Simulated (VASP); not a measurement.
Wanted: the native input for a VASP 6.6.1 run.

```yaml
Task: single point
Functional: PBE
Potentials_or_basis: VASP PAW PBE potentials, release 64 (Ga_d, Cu, Se)
Cutoff: 520 eV
k_mesh: 10 × 10 × 10
Occupations: gaussian, width 0.1 eV
Spin: no spin polarisation
Dipole_correction: no
Further_INCAR_settings: ALGO = Normal; EDIFF = 1e-07; NBANDS = 46
```

The structure of GaCuSe2 lies in POSCAR:

```
GaCuSe2
1.0
   -2.7184595708      2.7184595708      5.3928944179
    2.7184595708     -2.7184595708      5.3928944179
    2.7184595708      2.7184595708     -5.3928944179
Ga Cu Se
2 2 4
Direct
    0.5000000000      0.5000000000      0.0000000000
    0.2500000000      0.7500000000      0.5000000000
    0.0000000000      0.0000000000      0.0000000000
    0.7500000000      0.2500000000      0.5000000000
    0.3750000000      0.3668663730      0.4918663730
    0.6331336270      0.1250000000      1.0081336270
    0.8750000000      0.8831336270      0.5081336270
    0.1168663730      0.6250000000     -0.0081336270
```

These files were run (other wordings do the same):

INCAR

```
PREC     = Accurate       # precision mode
ENCUT    = 520            # plane-wave cutoff, eV
EDIFF    = 1E-7           # SCF threshold, eV
ISMEAR   = 0              # smearing method
SIGMA    = 0.1            # smearing width, eV
LREAL    = False          # projectors in reciprocal space
LASPH    = True           # aspherical terms in the spheres
NELM     = 80             # most SCF steps
ALGO     = Normal         # electronic algorithm
ISIF     = 2              # what is computed and relaxed
LWAVE    = False          # write WAVECAR
LCHARG   = True           # write CHGCAR
GGA      = PE             # functional
LELF     = True           # ELF
LVHAR    = True         
NBANDS   = 46             # bands
```

KPOINTS

```
regular mesh
0
Gamma
  10 10 10
```

Potentials or basis: VASP PAW PBE potentials, release 64 (Ga_d, Cu, Se).

Run with:

```sh
$ cat potpaw_PBE.64/Ga_d/POTCAR potpaw_PBE.64/Cu/POTCAR potpaw_PBE.64/Se/POTCAR > POTCAR
$ mpirun -np 1 vasp_std > vasp.out
```

Results of the run:

```yaml
Pressure: 10.7 GPa
Largest_force: 0.016 eV/Å
Band_gap_on_the_k_mesh: 0.57 eV
```

Caveat: the cell stands under pressure; semilocal functionals underestimate gaps, and a narrow one can read as zero.

Wall time 16 min on 1 thread of Intel(R) Xeon(R) Platinum 8488C (Sapphire Rapids), on a shared host, peak memory 0.79 GiB.
